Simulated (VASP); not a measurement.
TiSb2N3:

```xyz
6
Lattice="2.9203 1.6860 2.9167 -2.9203 1.6860 2.9167 0.0000 -3.3721 2.9167" Properties=species:S:1:pos:R:3 pbc="T T T"
Ti    0.0000    0.0000    0.0000
Sb    0.0000    0.0000    5.9916
Sb    0.0000    0.0000    2.7585
N     0.0000   -1.6860    1.4584
N     1.4602    0.8430    1.4584
N    -1.4602    0.8430    1.4584
```

Base run:

| Item | Value |
| --- | --- |
| Program | VASP 6.6.1 |
| Functional | PBEsol |
| Potentials or basis | VASP PAW PBE potentials, release 64 (Ti_sv, Sb, N) |
| Cutoff | 520 eV |
| k mesh | 6 × 6 × 6 |
| Occupations | gaussian, width 0.1 eV |
| Spin | no spin polarisation |

Its results: band gap on the k mesh zero (an odd number of electrons rules out a gap without spin polarisation); pressure -4.8 GPa; largest force 0.083 eV/Å.

Problem. The run is repeated on the same cell with these changes: functional from PBEsol to PBE. What comes out?

Solution. Band gap on the k mesh zero (an odd number of electrons rules out a gap without spin polarisation); pressure 0.0 GPa; largest force 0.058 eV/Å.

PBE binds less tightly than PBEsol, so the same cell stands under more pressure.

Caveats: spin-orbit coupling is left out, which moves the levels of the heavy elements; the cell stands under tension (at least some runs); the PAW data sets were made with another functional, which shifts forces and pressure a little (at least some runs).
